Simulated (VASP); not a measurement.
Write the native input for VASP 6.6.1 that does the following.

```
Task                   : single point
Functional             : PBEsol
Potentials or basis    : VASP PAW PBE potentials, release 64 (Ti_sv)
Cutoff                 : 520 eV
k mesh                 : 13 × 13 × 7
Occupations            : fermi-dirac, width 0.08 eV
Spin                   : no spin polarisation
Dipole correction      : no
Further INCAR settings : ALGO = Normal; EDIFF = 1e-07; NBANDS = 19
```

The structure of Ti lies in POSCAR:

```
Ti
1.0
    2.8897769248      0.0000000000      0.0000000000
   -1.4448884624      2.5026202281      0.0000000000
    0.0000000000      0.0000000000      4.5903405054
Ti
2
Direct
    0.3333333333      0.6666666667      0.2500000000
    0.6666666667      0.3333333333      0.7500000000
```

This cell differs from its parent crystal: volume scaled by 0.94.

One way to write it, as run:

INCAR

```
  PREC = Accurate
  ENCUT = 520
  EDIFF = 1E-7
  ISMEAR = -1
  SIGMA = 0.08
  LREAL = F
  LASPH = T
  NELM = 60
  ALGO = Normal
  ISIF = 2
  LWAVE = F
  LCHARG = F
  GGA = PS
  NBANDS = 19
```

KPOINTS

```
Automatic mesh
0
Gamma
  13 13 7
```

Potentials or basis: VASP PAW PBE potentials, release 64 (Ti_sv).

Command:

```bash
$ cat potpaw_PBE.64/Ti_sv/POTCAR > POTCAR
$ mpirun -np 1 vasp_std > vasp.out
```

It gave:

```
Pressure               : 0.7 GPa
Band gap on the k mesh : zero (band 12 reaches 9.50 eV, above the bottom of band 13 at 8.36 eV)
```

Caveat: the PAW data sets were made with another functional, which shifts forces and pressure a little.

It took 67 s on 1 thread of Intel(R) Xeon(R) Platinum 8259CL CPU @ 2.50GHz (Skylake/Cascade Lake) (shared host), peak memory 0.18 GiB.
